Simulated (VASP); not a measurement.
# Al4B3P (Cm) in VASP: relaxation of cell and atoms with PBE

Aim: the relaxation of cell and atoms of Al4B3P with PBE.

Program: VASP 6.6.1. These are calculated values, not measurements. Logs are shortened: lines on timing, memory, paths and dates and some standing lists are left out, and cuts for length are marked.

**1. The cell of the first run**

The structure is monoclinic, space group Cm (No. 8). The conventional cell has a = 6.351 Å, b = 3.432 Å, c = 9.466 Å, α = 90.00°, β = 95.64°, γ = 90.00°. Al (site symmetry m) has 3 B at 2.35 to 2.79 Å and 3 P at 2.53 to 2.58 Å and 4 Al at 2.73 to 2.98 Å within 3.1 Å. Within 2.8 Å of Al (site symmetry m) lie 6 B at 2.10 to 2.35 Å and 1 Al at 2.59 Å. Al (site symmetry m) has 2 B at 2.34 Å and 3 P at 2.42 to 2.57 Å and 2 Al at 2.59 to 2.98 Å within 3.1 Å. Al (site symmetry m) has 6 B at 2.13 to 2.38 Å and 5 Al at 2.73 to 3.05 Å within 3.1 Å. Within 2.4 Å of B (site symmetry m) lie 2 B at 1.72 to 1.76 Å and 6 Al at 2.35 to 2.38 Å. Within 2.4 Å of B (site symmetry m) lie 1 B at 1.72 Å and 5 Al at 2.10 to 2.34 Å. B (site symmetry m) has 1 B at 1.76 Å and 5 Al at 2.13 to 2.35 Å within 2.4 Å. P (site symmetry m) has 6 Al at 2.42 to 2.58 Å and 1 B at 3.17 Å within 3.2 Å.

**2. Relaxation of cell and atoms, PBE**

INCAR reads:

```
SYSTEM = Al4B3P
ALGO = Normal ; EDIFF = 1E-6
EDIFFG = -0.01 ; ENCUT = 600
GGA = PE ; IBRION = 2
ISIF = 3 ; ISMEAR = 0
LASPH = .TRUE. ; LCHARG = .FALSE.
LREAL = .FALSE. ; LWAVE = .FALSE.
NELM = 80 ; NSW = 100
PREC = Accurate ; SIGMA = 0.1
```

KPOINTS reads:

```
k-points
0
G
  10 10 4
  0 0 0
```

POSCAR reads:

```
Al4B3P
1.0
    3.1756283263     -1.7160407474      0.0000000000
    3.1756283263      1.7160407474      0.0000000000
   -0.9294659021      0.0000000000      9.4199631355
Al B P
4 3 1
Direct
    0.5374574018      0.5374574018      0.6637410949
    0.6586367772      0.6586367772      0.1200409264
    0.4657923322      0.4657923322      0.3482689433
    0.2701860998      0.2701860998      0.8720726826
    0.9639064092      0.9639064092      0.9990476617
    0.9860261713      0.9860261713      0.1816294608
    0.9382075159      0.9382075159      0.8125784833
    0.1845900930      0.1845900930      0.5026207470
```

Potentials or basis: VASP PAW PBE potentials, release 64 (Al, B, P).

On the command line:

```console
cat potpaw_PBE.64/Al/POTCAR potpaw_PBE.64/B/POTCAR potpaw_PBE.64/P/POTCAR > POTCAR
mpirun -np 1 vasp_std > vasp.out
```

OUTCAR:

```text
SYSTEM = Al4B3P
   EDIFF = 1E-6
   EDIFFG = -0.01
   ENCUT = 600
   GGA = PE
   IBRION = 2
   ISIF = 3
   ISMEAR = 0
   LASPH = .TRUE.
   LREAL = .FALSE.
   NELM = 80
   NSW = 100
   PREC = Accurate

 ion  position               nearest neighbor table
   1  0.537  0.537  0.664-   7 2.35   7 2.35   8 2.53   8 2.53   8 2.58   4 2.73   4 2.91   4 2.91
                             3 2.98
   2  0.659  0.659  0.120-   6 2.10   6 2.15   6 2.15   5 2.35   5 2.35   5 2.35   3 2.59   4 3.05
                             4 3.05   4 3.23   3 3.25   3 3.25
   3  0.466  0.466  0.348-   6 2.34   6 2.34   8 2.42   8 2.57   8 2.57   2 2.59   1 2.98   2 3.25
                             2 3.25
   4  0.270  0.270  0.872-   7 2.13   7 2.13   7 2.13   5 2.37   5 2.37   5 2.38   1 2.73   1 2.91
                             1 2.91   2 3.05   2 3.05   2 3.23
   5  0.964  0.964  0.999-   6 1.72   7 1.76   2 2.35   2 2.35   2 2.35   4 2.37   4 2.37   4 2.38

   6  0.986  0.986  0.182-   5 1.72   2 2.10   2 2.15   2 2.15   3 2.34   3 2.34
   7  0.938  0.938  0.813-   5 1.76   4 2.13   4 2.13   4 2.13   1 2.35   1 2.35
   8  0.185  0.185  0.503-   3 2.42   1 2.53   1 2.53   3 2.57   3 2.57   1 2.58

  LATTYP: Found a base centered monoclinic cell.
 ALAT       =     6.3512566526
 B/A-ratio  =     0.5403783350
 C/A-ratio  =     1.4903676065
 COS(beta)  =    -0.0981929701

  Lattice vectors:

 A1 = (   3.1756283263,  -1.7160407474,   0.0000000000)
 A2 = (   3.1756283263,   1.7160407474,   0.0000000000)
 A3 = (  -0.9294659021,   0.0000000000,   9.4199631355)

Analysis of symmetry for initial positions (statically):
=====================================================================
 Subroutine PRICEL returns:
 Original cell was already a primitive cell.

 Routine SETGRP: Setting up the symmetry group for a
 base centered monoclinic supercell.

 Subroutine GETGRP returns: Found  2 space group operations
 (whereof  2 operations were pure point group operations)
 out of a pool of  4 trial point group operations.

The static configuration has the point symmetry C_1h.

Analysis of symmetry for dynamics (positions and initial velocities):
=====================================================================
 Subroutine PRICEL returns:
 Original cell was already a primitive cell.

 Routine SETGRP: Setting up the symmetry group for a
 base centered monoclinic supercell.

 Subroutine GETGRP returns: Found  2 space group operations
 (whereof  2 operations were pure point group operations)
 out of a pool of  4 trial point group operations.

The dynamic configuration has the point symmetry C_1h.

 Subroutine INISYM returns: Found  2 space group operations
 (whereof  2 operations are pure point group operations),
 and found     1 'primitive' translations

----------------------------------------------------------------------------------------

                                     Primitive cell

  volume of cell :     102.6683

  direct lattice vectors                    reciprocal lattice vectors
     3.175628326 -1.716040747  0.000000000     0.157449156 -0.291368373  0.015535477
     3.175628326  1.716040747  0.000000000     0.157449156  0.291368373  0.015535477
    -0.929465902  0.000000000  9.419963135     0.000000000  0.000000000  0.106157528

  length of vectors
     3.609627559  3.609627559  9.465707176     0.331552585  0.331552585  0.106157528

  position of ions in fractional coordinates (direct lattice)
     0.537457402  0.537457402  0.663741095
     0.658636777  0.658636777  0.120040926
     0.465792332  0.465792332  0.348268943
     0.270186100  0.270186100  0.872072683
     0.963906409  0.963906409  0.999047662
     0.986026171  0.986026171  0.181629461
     0.938207516  0.938207516  0.812578483
     0.184590093  0.184590093  0.502620747

  ion indices of the primitive-cell ions
   primitive index   ion index
                 1           1
                 2           2
                 3           3
                 4           4
                 5           5
                 6           6
                 7           7
                 8           8

----------------------------------------------------------------------------------------

 KPOINTS: k-points

Automatic generation of k-mesh.
 Grid dimensions read from file:
 generate k-points for:   10   10    4

 Generating k-lattice:

  Cartesian coordinates                     Fractional coordinates (reciprocal lattice)
     0.015744916 -0.029136837  0.001553548     0.100000000 -0.000000000  0.000000000
     0.015744916  0.029136837  0.001553548    -0.000000000  0.100000000  0.000000000
     0.000000000  0.000000000  0.026539382     0.000000000  0.000000000  0.250000000

  Length of vectors
     0.033155258  0.033155258  0.026539382

  Shift w.r.t. Gamma in fractional coordinates (k-lattice)
     0.000000000  0.000000000  0.000000000

 Subroutine IBZKPT returns following result:
 ===========================================

 Found    117 irreducible k-points:

 Following reciprocal coordinates:
            Coordinates               Weight
  0.000000  0.000000  0.000000      1.000000
  0.100000 -0.000000  0.000000      4.000000
  0.200000 -0.000000  0.000000      4.000000
  0.300000  0.000000  0.000000      4.000000
  0.400000 -0.000000  0.000000      4.000000
  0.500000  0.000000  0.000000      2.000000
[... 16 lines left out ...]
  0.300000  0.300000  0.000000      2.000000
  0.400000  0.300000  0.000000      4.000000
 [... further k-points ...]
   k-points           NKPTS =    117   k-points in BZ     NKDIM =    117   number of bands    NBANDS=     18
   number of dos      NEDOS =    301   number of ions     NIONS =      8
   total plane-waves  NPLWV =  72000
   dimension x,y,z NGX =    30 NGY =   30 NGZ =   80
   dimension x,y,z NGXF=    60 NGYF=   60 NGZF=  160
   ions per type =               4   3   1
   NGX,Y,Z   is equivalent  to a cutoff of  13.82, 13.82, 14.05 a.u.
   NGXF,Y,Z  is equivalent  to a cutoff of  27.63, 27.63, 28.10 a.u.
 SYSTEM =  Al4B3P
   PREC   = accura    normal or accurate (medium, high low for compatibility)
   ISTART =      0    job   : 0-new  1-cont  2-samecut
   ICHARG =      2    charge: 1-file 2-atom 10-const
   ISPIN  =      1    spin polarized calculation?
   LNONCOLLINEAR =      F non collinear calculations
   LSORBIT =      F    spin-orbit coupling
   LASPH  =      T    aspherical Exc in radial PAW
   ENCUT  =  600.0 eV  44.10 Ry    6.64 a.u.   7.21  7.21 18.91*2*pi/ulx,y,z
   NELM   =     80;   NELMIN=  2; NELMDL= -5     # of ELM steps
   EDIFF  = 0.1E-05   stopping-criterion for ELM
   LREAL  =      F    real-space projection
   EDIFFG = -.1E-01   stopping-criterion for IOM
   NSW    =    100    number of steps for IOM
   IBRION =      2    ionic relax: 0-MD 1-quasi-New 2-CG
   NFREE  =      1    steps in history (QN), initial steepest desc. (CG)
   ISIF   =      3    stress and relaxation
   ISYM   =      2    0-nonsym 1-usesym 2-fastsym
   POTIM  = 0.5000    time-step for ionic-motion
   TEBEG  =    0.0;   TEEND  =   0.0 temperature during run
   PSTRESS=    0.0 pullay stress
   NELECT =      26.0000    total number of electrons
   NUPDOWN=      -1.0000    fix difference up-down
   EMIN   =  10.00;   EMAX   =-10.00  energy-range for DOS
   EFERMI =   0.00;   METHOD = LEGACY
   ISMEAR =     0;   SIGMA  =   0.10  broadening in eV -4-tet -1-fermi 0-gaus
   EFERMI_NEDOS =   21; number of points for ismear=-14 and -15
   IALGO  =     38    algorithm
   IMIX   =      4    mixing-type and parameters
     AMIX     =   0.40;   BMIX     =  1.00
     AMIX_MAG =   1.60;   BMIX_MAG =  1.00
  volume/ion in A,a.u.               =      12.83        86.61
  Fermi-wavevector in a.u.,A,eV,Ry     =   1.035747  1.957279 14.595954  1.072772
  Thomas-Fermi vector in A             =   2.170105
   LORBIT       =      0    0 simple, 1 ext, 2 COOP (PROOUT), +10 PAW based schemes
   GGA     = PE    functional components
   LHFCALC =     F    Hartree Fock is set to
   AEXX    =    0.0000 exact exchange contribution
   IVDW    =     0    specifies the selected vdW correction
   LEPSILON=     F    determine dielectric tensor
   LRPA    =     F    only Hartree local field effects (RPA)
 conjugate gradient relaxation of ions
 non-spin polarized calculation
 Gauss-broadening in eV      SIGMA  =   0.10
  energy-cutoff  :      600.00
  volume of cell :      102.67
 maximum number of plane-waves:      3448
 NGX is ok and might be reduce to    30
   NGX = 15   NGY = 15   NGZ = 37

--------------------------------------- Ionic step        1  -------------------------------------------

 number of electron      26.0000000 magnetization

 Free energy of the ion-electron system (eV)
  ---------------------------------------------------
  ext. energy  EPLUGINS =         0.00000000
  ---------------------------------------------------
  free energy    TOTEN  =       -40.01089718 eV

  energy without entropy =      -40.00239748  energy(sigma->0) =      -40.00664733

------------------------ aborting loop because EDIFF is reached ----------------------------------------

  FORCE on cell =-STRESS in cart. coord.  units (eV):
  Direction    XX          YY          ZZ          XY          YZ          ZX
  --------------------------------------------------------------------------------------
  -------------------------------------------------------------------------------------
  Total       -0.7473577      0.2334584      0.2771937      0.0000000      0.0000000      0.0312180
  in kB      -11.6627951      3.6432046      4.3257109      0.0000000      0.0000000      0.4871684
  external PRESSURE =      -1.2312932 kB  Pullay stress =       0.0000000 kB
[... 107 lines left out ...]
  FREE ENERGIE OF THE ION-ELECTRON SYSTEM (eV)
  ---------------------------------------------------
  free  energy   TOTEN  =       -40.0161051279 eV

  energy  without entropy=      -40.0092629053  energy(sigma->0) =      -40.01268402

[... ionic steps 4 to 22 ...]

--------------------------------------- Ionic step       23  -------------------------------------------

 number of electron      26.0000000 magnetization

------------------------ aborting loop because EDIFF is reached ----------------------------------------
[... 79 lines left out ...]
--------------------------------------- Ionic step       25  -------------------------------------------

 number of electron      26.0000000 magnetization

 Free energy of the ion-electron system (eV)
  ---------------------------------------------------
  ext. energy  EPLUGINS =         0.00000000
  ---------------------------------------------------
  free energy    TOTEN  =       -40.02012622 eV

  energy without entropy =      -40.01377124  energy(sigma->0) =      -40.01694873

 E-fermi :   7.7042     XC(G=0): -10.6049

 val. band max:        7.7027027693   @ k =   0.1000   0.1000   0.0000
 cond. band min:       7.7106683432   @ k =   0.5000   0.0000   0.5000
 fundamental gap:      0.0079655739
 Fermi energy:         7.7042325582

 k-point     1 :       0.0000    0.0000    0.0000
  band No.  band energies     occupation
      1      -5.6057      2.00000
      2      -4.6702      2.00000
      3      -3.4838      2.00000
      4       0.6415      2.00000
      5       0.8081      2.00000
      6       5.2641      2.00000
[... 481 lines left out ...]
      5       1.1720      2.00000
      6       1.6181      2.00000
[... 10 lines left out ...]
     17      10.7742      0.00000
     18      11.2255      0.00000

 [... further k-points ...]

------------------------ aborting loop because EDIFF is reached ----------------------------------------

  FORCE on cell =-STRESS in cart. coord.  units (eV):
  Direction    XX          YY          ZZ          XY          YZ          ZX
  --------------------------------------------------------------------------------------
  -------------------------------------------------------------------------------------
  Total        0.0099987     -0.0062835     -0.0038830      0.0000000      0.0000000     -0.0009242
  in kB        0.1567651     -0.0985172     -0.0608806      0.0000000      0.0000000     -0.0144902
  external PRESSURE =      -0.0008776 kB  Pullay stress =       0.0000000 kB
[... 23 lines left out ...]
  FREE ENERGIE OF THE ION-ELECTRON SYSTEM (eV)
  ---------------------------------------------------
  free  energy   TOTEN  =       -40.0201262243 eV

  energy  without entropy=      -40.0137712446  energy(sigma->0) =      -40.01694873

 reached required accuracy - stopping structural energy minimisation
```

Wall time 20 min (1 thread of Intel Xeon 6975P-C (Granite Rapids), shared host); peak memory 0.45 GiB.

What came out:

* Free energy: -40.0201 eV
* Relaxed volume: 12.77 Å³/atom
* Relaxed cell: a = 3.578 Å, b = 3.578 Å, c = 9.493 Å, α = 95.28°, β = 95.28°, γ = 57.73°
* Space group after relaxing (to 0.1 Å): Cm (No. 8)
* Energy gained by relaxing: 1.2 meV/atom
* Ionic steps: 25
* Pressure after relaxing: 0.0 GPa
* Largest force after relaxing: 0.006 eV/Å
* Band gap on the k mesh: zero (bands 13 and 14 overlap by 2.87 eV)

Forces on the atoms (eV/Å):
```
Al   0.002  0.000  0.001
Al  -0.002  0.000  0.002
Al   0.003  0.000 -0.001
Al   0.001  0.000  0.002
B   -0.003  0.000 -0.005
B   -0.002  0.000 -0.002
B    0.003  0.000  0.002
P   -0.002  0.000  0.001
```

The path:
```csv
step,energy change (eV),largest force (eV/Å),pressure (GPa),volume (Å³)
1,0.0000,0.0789,-0.12,102.67
2,-0.0040,0.0667,0.01,102.52
3,-0.0052,0.0749,0.14,102.39
4,-0.0065,0.0526,-0.08,102.53
5,-0.0067,0.0517,-0.18,102.59
6,-0.0073,0.0550,0.01,102.39
7,-0.0074,0.0580,0.06,102.33
8,-0.0078,0.0442,0.00,102.33
9,-0.0080,0.0370,-0.07,102.32
10,-0.0083,0.0343,-0.02,102.27
11,-0.0086,0.0302,0.09,102.15
12,-0.0088,0.0242,0.01,102.20
13,-0.0088,0.0259,-0.05,102.24
14,-0.0090,0.0211,-0.01,102.20
15,-0.0090,0.0192,0.01,102.19
16,-0.0090,0.0148,0.01,102.19
17,-0.0091,0.0234,-0.02,102.19
18,-0.0091,0.0215,-0.01,102.19
19,-0.0092,0.0141,0.01,102.17
20,-0.0092,0.0285,0.05,102.14
21,-0.0092,0.0167,0.02,102.16
22,-0.0092,0.0109,0.01,102.17
23,-0.0092,0.0114,-0.01,102.19
24,-0.0092,0.0102,-0.01,102.19
25,-0.0092,0.0062,0.00,102.19
```

Final structure:
```xyz
8
Lattice="3.1334 -1.7273 -0.0135 3.1334 1.7273 -0.0135 -0.9576 0.0000 9.4446" Properties=species:S:1:pos:R:3 pbc="T T T"
Al    2.7785    0.0000    6.2583
Al    3.9960    0.0000    1.1156
Al    2.6101    0.0000    3.2891
Al    0.8454    0.0000    8.2232
B     5.0538    0.0000    9.4082
B     6.0164    0.0000    1.6907
B     5.0597    0.0000    7.6360
P     0.6950    0.0000    4.7443
```
